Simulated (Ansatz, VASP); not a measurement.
O: VASP beside Ansatz

The input INCAR:

```
  PREC = Accurate
  ENCUT = 600
  EDIFF = 1E-6
  ISMEAR = -1
  SIGMA = 0.01
  LREAL = F
  LASPH = T
  NELM = 120
  ALGO = Normal
  ISIF = 2
  LWAVE = F
  LCHARG = F
  GGA = PE
  NBANDS = 13
  GGA_COMPAT = F
```

KPOINTS

```
Automatic mesh
0
Gamma
  3 3 2
```

File POSCAR:

```
O
1.0
    2.7015000000     -1.7145000000      0.0000000000
    2.7015000000      1.7145000000      0.0000000000
   -1.9649900000      0.0000000000      3.7479900000
O
2
Direct
    0.0640000000      0.0640000000      0.1530000000
    0.9360000000      0.9360000000      0.8470000000
```

Input for Ansatz:

```yaml
crystal:
  lattice:
    - [2.7015, -1.7145, 0.0]
    - [2.7015, 1.7145, 0.0]
    - [-1.96499, 0.0, 3.74799]
  atoms:
    - { symbol: O, position: [0.064, 0.064, 0.153] }
    - { symbol: O, position: [0.936, 0.936, 0.847] }
kpoints:
  mp_grid: { grid: [3, 3, 2] }
scf:
  occupations: { method: fermi_dirac, width: 0.01 }
hamiltonian:
  xc: pbe
  pseudopotentials: { kind: all_electron, lapw: { basis_error: 0.00025 } }
output:
  forces: true
  stress: true
  eigenvalues: true
```

Alike in both runs: task single point; functional PBE; k mesh 3 × 3 × 2; occupations fermi-dirac, width 0.01 eV; no spin polarisation.

|  | VASP | Ansatz |
| --- | --- | --- |
| version | VASP 6.6.1 | Ansatz 0.2.0 |
| potentials or method | VASP PAW PBE potentials, release 64 (O), cutoff 600 eV | all-electron LAPW, scalar-relativistic |

```tsv
	VASP	Ansatz	Ansatz less VASP
pressure (GPa)	10.7	7.3	-3.33
traceless stress, the component that is largest in VASP (GPa)	31.14	23.92	-7.219
rms of the force components (eV/Å)	4.559	3.357	-1.2021
```

Atom by atom the forces differ by 1.202 eV/Å (rms over components). Ansatz ran all-electron here, and VASP with PAW potentials.

The k mesh is coarse, so the values compare programs but aren't converged. Noted on VASP's run: the standard files for N, O and F lose accuracy on very short bonds; spin is off for a triplet molecule.
